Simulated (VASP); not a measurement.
Write the native input for VASP 6.6.1 that does the following.

| Item | Value |
| --- | --- |
| Task | single point |
| Functional | PBE |
| Dispersion | D3(BJ) |
| Potentials or basis | VASP PAW PBE potentials, release 64 (Hg) |
| Cutoff | 520 eV |
| k mesh | 9 × 9 × 14 |
| Occupations | gaussian, width 0.1 eV |
| Spin | no spin polarisation |
| Dipole correction | no |
| Further INCAR settings | ALGO = Fast; EDIFF = 1e-06; NBANDS = 25 |

The structure of Hg lies in POSCAR:

```
Hg
1.0
    5.1613091577      0.0000000000      0.0000000000
   -2.5806545789      4.4698248474      0.0000000000
    0.0000000000      0.0000000000      3.0417632146
Hg
3
Direct
    0.3333333333      0.6666666667      0.5000000000
    0.0000000000      0.0000000000      0.0000000000
    0.6666666667      0.3333333333      0.5000000000
```

One way to write it, as run:

INCAR

```
SYSTEM = Hg
PREC = Accurate ; ENCUT = 520
EDIFF = 1E-6 ; ISMEAR = 0
SIGMA = 0.1 ; LREAL = .FALSE.
LASPH = .TRUE. ; NELM = 80
ALGO = Fast ; ISIF = 2
LWAVE = .FALSE. ; LCHARG = .FALSE.
GGA = PE ; IVDW = 12
NBANDS = 25
```

KPOINTS

```
Automatic mesh
0
G
  9 9 14
  0 0 0
```

Potentials or basis: VASP PAW PBE potentials, release 64 (Hg).

Command:

```console
$ cat potpaw_PBE.64/Hg/POTCAR > POTCAR
$ mpirun -np 1 vasp_std > vasp.out
```

It gave:

* Pressure: 3.6 GPa
* Band gap on the k mesh: zero (bands 18 and 19 overlap by 4.63 eV)
* Dispersion energy per atom: -0.448 eV

Caveat: the cell stands under pressure; spin-orbit coupling is left out, which moves the levels of the heavy elements.

Wall time 50 s on 1 thread of Intel(R) Xeon(R) 6975P-C (Granite Rapids), with other jobs on the host, peak memory 0.28 GiB.
